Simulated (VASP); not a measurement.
# TiC (I4/mmm) in VASP: notebook

Runs on TiC. Level: r2SCAN. Tasks: single point.

All numbers are computed with VASP 6.6.1; they aren't measurements. Logs are shortened: lines on timing, memory, paths and dates and some standing lists are left out, and cuts for length are marked.

## 1. The cell of the first run

It takes space group I4/mmm (No. 139, tetragonal). The conventional cell has a = 3.152 Å, b = 3.152 Å, c = 4.198 Å, α = 90.00°, β = 90.00°, γ = 90.00°. Within 2.8 Å of Ti (site symmetry 4/mmm) lie 6 C at 2.10 to 2.23 Å. C (site symmetry 4/mmm) has 6 Ti at 2.10 to 2.23 Å within 2.8 Å.

## 2. Single point, r2SCAN (strain +0.030 along x and y, -0.030 along z)

Input file POSCAR:

```
TiC
1.0
    0.0000000000      2.2289200000      2.0990800000
    2.2289200000      0.0000000000      2.0990800000
    2.2289200000      2.2289200000      0.0000000000
Ti C
1 1
Direct
    0.0000000000      0.0000000000      0.0000000000
    0.5000000000      0.5000000000      0.5000000000
```

Input file INCAR.step1:

```
PREC = Accurate ; ENCUT = 520
ISMEAR = 0 ; SIGMA = 0.15
LREAL = False ; LASPH = True
NELM = 60 ; NBANDS = 15
GGA = PE ; ALGO = Normal
EDIFF = 1E-4 ; LWAVE = True
LCHARG = False
```

Input file INCAR.step2:

```
PREC = Accurate ; ENCUT = 520
EDIFF = 1E-7 ; ISMEAR = 0
SIGMA = 0.15 ; LREAL = False
LASPH = True ; NELM = 60
ALGO = Normal ; ISIF = 2
LWAVE = False ; LCHARG = True
METAGGA = R2SCAN ; LMIXTAU = True
LELF = True ; LVHAR = True
NBANDS = 15 ; ISTART = 1
```

Input file KPOINTS:

```
regular mesh
0
Gamma
  18 18 18
```

Potentials or basis: VASP PAW PBE potentials, release 64 (Ti_sv, C).

Command:

```bash
> cat potpaw_PBE.64/Ti_sv/POTCAR potpaw_PBE.64/C/POTCAR > POTCAR
> cp INCAR.step1 INCAR
> mpirun -np 1 vasp_std > vasp.out
> cp INCAR.step2 INCAR
> mpirun -np 1 vasp_std > vasp.out
```

OUTCAR:

```text
PREC = Accurate
   ENCUT = 520
   EDIFF = 1E-7
   ISMEAR = 0
   LREAL = False
   LASPH = True
   NELM = 60
   ISIF = 2
   METAGGA = R2SCAN
   ISTART = 1

 ion  position               nearest neighbor table
   1  0.000  0.000  0.000-   2 2.10   2 2.10   2 2.23   2 2.23   2 2.23   2 2.23
   2  0.500  0.500  0.500-   1 2.10   1 2.10   1 2.23   1 2.23   1 2.23   1 2.23

  LATTYP: Found a body centered tetragonal cell.
 ALAT       =     3.1521688934
 C/A-ratio  =     1.3318321898

  Lattice vectors:

 A1 = (   0.0000000000,  -2.2289200000,  -2.0990800000)
 A2 = (   0.0000000000,   2.2289200000,  -2.0990800000)
 A3 = (   2.2289200000,   0.0000000000,   2.0990800000)

Analysis of symmetry for initial positions (statically):
=====================================================================
 Subroutine PRICEL returns:
 Original cell was already a primitive cell.

 Routine SETGRP: Setting up the symmetry group for a
 body centered tetragonal supercell.

 Subroutine GETGRP returns: Found 16 space group operations
 (whereof 16 operations were pure point group operations)
 out of a pool of 16 trial point group operations.

The static configuration has the point symmetry D_4h.

Analysis of symmetry for dynamics (positions and initial velocities):
=====================================================================
 Subroutine PRICEL returns:
 Original cell was already a primitive cell.

 Routine SETGRP: Setting up the symmetry group for a
 body centered tetragonal supercell.

 Subroutine GETGRP returns: Found 16 space group operations
 (whereof 16 operations were pure point group operations)
 out of a pool of 16 trial point group operations.

The dynamic configuration has the point symmetry D_4h.

 Subroutine INISYM returns: Found 16 space group operations
 (whereof 16 operations are pure point group operations),
 and found     1 'primitive' translations

----------------------------------------------------------------------------------------

                                     Primitive cell

  volume of cell :      20.8568

  direct lattice vectors                    reciprocal lattice vectors
     0.000000000  2.228920000  2.099080000    -0.224323888  0.224323888  0.238199592
     2.228920000  0.000000000  2.099080000     0.224323888 -0.224323888  0.238199592
     2.228920000  2.228920000  0.000000000     0.224323888  0.224323888 -0.238199592

  length of vectors
     3.061735000  3.061735000  3.152168893     0.396713321  0.396713321  0.396713321

  position of ions in fractional coordinates (direct lattice)
     0.000000000  0.000000000  0.000000000
     0.500000000  0.500000000  0.500000000

  ion indices of the primitive-cell ions
   primitive index   ion index
[... 88 lines left out ...]
   EFERMI =   0.00;   METHOD = LEGACY
   ISMEAR =     0;   SIGMA  =   0.15  broadening in eV -4-tet -1-fermi 0-gaus
   EFERMI_NEDOS =   21; number of points for ismear=-14 and -15
   IALGO  =     38    algorithm
   IMIX   =      4    mixing-type and parameters
     AMIX     =   0.40;   BMIX     =  1.00
     AMIX_MAG =   1.60;   BMIX_MAG =  1.00
  volume/ion in A,a.u.               =      10.43        70.37
  Fermi-wavevector in a.u.,A,eV,Ry     =   1.498645  2.832029 30.557836  2.245938
  Thomas-Fermi vector in A             =   2.610377
   LORBIT       =      0    0 simple, 1 ext, 2 COOP (PROOUT), +10 PAW based schemes
   METAGGA = R2SCAN    functional components
   LHFCALC =     F    Hartree Fock is set to
   AEXX    =    0.0000 exact exchange contribution
   IVDW    =     0    specifies the selected vdW correction
   LEPSILON=     F    determine dielectric tensor
   LRPA    =     F    only Hartree local field effects (RPA)
 non-spin polarized calculation
 Gauss-broadening in eV      SIGMA  =   0.15
  energy-cutoff  :      520.00
  volume of cell :       20.86
 maximum number of plane-waves:       576
   NGX = 11   NGY = 11   NGZ = 11

 number of electron      15.9999998 magnetization

 Free energy of the ion-electron system (eV)
  ---------------------------------------------------
  ext. energy  EPLUGINS =         0.00000000
  ---------------------------------------------------
  free energy    TOTEN  =       -24.80100748 eV

  energy without entropy =      -24.79806812  energy(sigma->0) =      -24.79953780

 E-fermi :   9.1997     XC(G=0): -13.4297

 val. band max:        9.1945532847   @ k =   0.1667   0.0000   0.1667
 cond. band min:       9.2036560218   @ k =   0.5000   0.0000   0.5000
 fundamental gap:      0.0091027371
 Fermi energy:         9.1996831968

 k-point     1 :       0.0000    0.0000    0.0000
  band No.  band energies     occupation
      1     -49.8608      2.00000
      2     -24.8752      2.00000
      3     -24.8751      2.00000
      4     -24.8109      2.00000
      5      -3.9012      2.00000
      6       9.8984      0.00000
      7       9.8984      0.00000
      8      10.3478      0.00000
      9      10.6371      0.00000
     10      10.7453      0.00000
     11      10.7453      0.00000
     12      10.9642      0.00000
     13      10.9721      0.00000
     14      20.0771      0.00000
[... 401 lines left out ...]
      2     -25.0771      2.00000
      3     -24.9004      2.00000
      4     -24.8550      2.00000
      5      -2.6920      2.00000
      6       6.4601      2.00000
      7       7.2807      2.00000
      8       7.7507      2.00000
      9      10.7876      0.00000
     10      11.2525      0.00000
     11      12.1425      0.00000
     12      14.6666      0.00000
     13      15.0776      0.00000
     14      20.8134      0.00000
     15      24.0363      0.00000

 [... further k-points ...]

------------------------ aborting loop because EDIFF is reached ----------------------------------------

  FORCE on cell =-STRESS in cart. coord.  units (eV):
  Direction    XX          YY          ZZ          XY          YZ          ZX
  --------------------------------------------------------------------------------------
  -------------------------------------------------------------------------------------
  Total       -1.6307686     -1.6307686      1.4744412      0.0000000      0.0000000     -0.0000000
  in kB     -125.2722741   -125.2722741    113.2635276      0.0000000      0.0000000     -0.0000000
  external PRESSURE =     -45.7603402 kB  Pullay stress =       0.0000000 kB

 VOLUME and BASIS-vectors are now :
 -----------------------------------------------------------------------------
  energy-cutoff  :      520.00
  volume of cell :       20.86
      direct lattice vectors                 reciprocal lattice vectors
     0.000000000  2.228920000  2.099080000    -0.224323888  0.224323888  0.238199592
     2.228920000  0.000000000  2.099080000     0.224323888 -0.224323888  0.238199592
     2.228920000  2.228920000  0.000000000     0.224323888  0.224323888 -0.238199592

 POSITION                                       TOTAL-FORCE (eV/Angst)
 -----------------------------------------------------------------------------------
      0.00000      0.00000      0.00000         0.000000      0.000000      0.000000
      2.22892      2.22892      2.09908        -0.000000      0.000000     -0.000000
 -----------------------------------------------------------------------------------
    total drift:                                0.000000     -0.000000     -0.000000

  FREE ENERGIE OF THE ION-ELECTRON SYSTEM (eV)
  ---------------------------------------------------
  free  energy   TOTEN  =       -24.8010074777 eV

  energy  without entropy=      -24.7980681215  energy(sigma->0) =      -24.79953780
```

Wall time 6 min (1 thread of AMD EPYC 9R45 (Zen 5), shared host); peak memory 0.24 GiB.

What came out:

```
Free energy            : -24.8010 eV
Pressure               : -4.6 GPa
Band gap on the k mesh : zero (bands 8 and 9 overlap by 1.99 eV)
```

Caveat: the cell differs from its parent crystal (strain +0.030 along x and y, -0.030 along z); the stress differs along the axes, from -13 to 11 GPa; the PAW data sets were made with another functional, which shifts forces and pressure a little.

## 3. Single point, r2SCAN (strain +0.030 along x and y, -0.015 along z)

Input file POSCAR:

```
TiC
1.0
    0.0000000000      2.2289200000      2.1315400000
    2.2289200000      0.0000000000      2.1315400000
    2.2289200000      2.2289200000      0.0000000000
Ti C
1 1
Direct
    0.0000000000      0.0000000000      0.0000000000
    0.5000000000      0.5000000000      0.5000000000
```

Input file INCAR.step1:

```
SYSTEM = TiC
ALGO = Normal
EDIFF = 1E-4
ENCUT = 520
GGA = PE
ISMEAR = 0
LASPH = .True.
LCHARG = .False.
LREAL = .False.
LWAVE = .True.
NBANDS = 15
NELM = 80
PREC = Accurate
SIGMA = 0.15
```

Input file INCAR.step2:

```
SYSTEM = TiC
ALGO = Normal
EDIFF = 1E-6
ENCUT = 520
ISIF = 2
ISMEAR = 0
ISTART = 1
LASPH = .True.
LCHARG = .False.
LMIXTAU = .True.
LREAL = .False.
LWAVE = .False.
METAGGA = R2SCAN
NBANDS = 15
NELM = 80
PREC = Accurate
SIGMA = 0.15
```

Input file KPOINTS:

```
k-points
0
Gamma
  18 18 18
  0 0 0
```

Potentials or basis: VASP PAW PBE potentials, release 64 (Ti_sv, C).

Command:

```bash
> cat potpaw_PBE.64/Ti_sv/POTCAR potpaw_PBE.64/C/POTCAR > POTCAR
> cp INCAR.step1 INCAR
> mpirun -np 1 vasp_std > vasp.out
> cp INCAR.step2 INCAR
> mpirun -np 1 vasp_std > vasp.out
```

Wall time 5.8 min (1 thread of AMD EPYC 9R45 (Zen 5), shared host); peak memory 0.24 GiB.

Results (log left out):

| Item | Value |
| --- | --- |
| Free energy | -24.8142 eV |
| Pressure | -8.9 GPa |
| Band gap on the k mesh | zero (bands 8 and 9 overlap by 1.78 eV) |

Stress tensor (GPa, compression positive):
```
-14.19   0.00   0.00
  0.00 -14.19   0.00
  0.00   0.00   1.82
```

Levels at points of the mesh, in eV from the Fermi level:
| k point | band 5 | band 6 | band 7 | band 8 | band 9 | band 10 | band 11 | band 12 |
| --- | --- | --- | --- | --- | --- | --- | --- | --- |
| (0.00, 0.00, 0.00) | -13.02 | 0.73 | 0.73 | 1.06 | 1.46 | 1.55 | 1.55 | 1.70 |
| (0.50, 0.00, 0.00) | -9.70 | -5.91 | -3.04 | -3.00 | 2.87 | 3.06 | 4.15 | 7.79 |
| (0.50, 0.50, 0.00) | -10.73 | -3.33 | -1.44 | -0.42 | -0.42 | 2.59 | 3.57 | 3.57 |
| (0.50, 0.00, 0.50) | -10.82 | -3.81 | -1.38 | -0.07 | -0.07 | 2.54 | 3.41 | 3.66 |

Caveat: the cell differs from its parent crystal (strain +0.030 along x and y, -0.015 along z); the stress differs along the axes, from -14 to 2 GPa; the PAW data sets were made with another functional, which shifts forces and pressure a little.
